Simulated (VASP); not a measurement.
Write the native input for VASP 6.6.1 that does the following.

```yaml
Task: relaxation of shape and atoms at fixed volume
Functional: PBE
Potentials_or_basis: VASP PAW PBE potentials, release 64 (B_h)
Cutoff: 910 eV
k_mesh: 12 × 12 × 16
Occupations: fermi-dirac, width 0.05 eV
Spin: no spin polarisation
Dipole_correction: no
Further_INCAR_settings: ALGO = Normal; EDIFF = 1e-07; IBRION = 2; EDIFFG = -0.005; NSW = 50; ISIF = 4
```

The structure of B lies in POSCAR:

```
B
1.0
    2.2713135370      0.0000000000      0.0000000000
   -1.1356567685      1.9670152230      0.0000000000
    0.0000000000      0.0000000000      2.2454631681
B
3
Direct
    0.0000000000      0.0000000000      0.0000000000
    0.3333333333      0.6666666667      0.5000000000
    0.6666666667      0.3333333333      0.5000000000
```

This isn't the form of B at room conditions, which is rhombohedral.

These files were run (other wordings do the same):

INCAR

```
SYSTEM = B
PREC = Accurate
ENCUT = 910
EDIFF = 1E-7
ISMEAR = -1
SIGMA = 0.05
LREAL = .False.
LASPH = .True.
NELM = 120
ALGO = Normal
ISIF = 4
LWAVE = .False.
LCHARG = .False.
GGA = PE
IBRION = 2
NSW = 50
EDIFFG = -0.005
GGA_COMPAT = .False.
NELMIN = 4
```

KPOINTS

```
regular mesh
0
Gamma
  12 12 16
  0 0 0
```

Potentials or basis: VASP PAW PBE potentials, release 64 (B_h).

The run is started by

```console
$ cat potpaw_PBE.64/B_h/POTCAR > POTCAR
$ mpirun -np 1 vasp_std > vasp.out
```

Results of the run:

- Energy gained by relaxing: 303.5 meV/atom
- Ionic steps: 12
- Pressure after relaxing: 433.9 GPa
- Band gap on the k mesh: zero (an odd number of electrons rules out a gap without spin polarisation)

Caveat: a cell axis changed by over 15 % at a fixed basis, so the end point is rough.

Run time: 65 s on 1 thread of Intel(R) Xeon(R) Platinum 8488C (Sapphire Rapids) (shared host), peak memory 0.14 GiB.
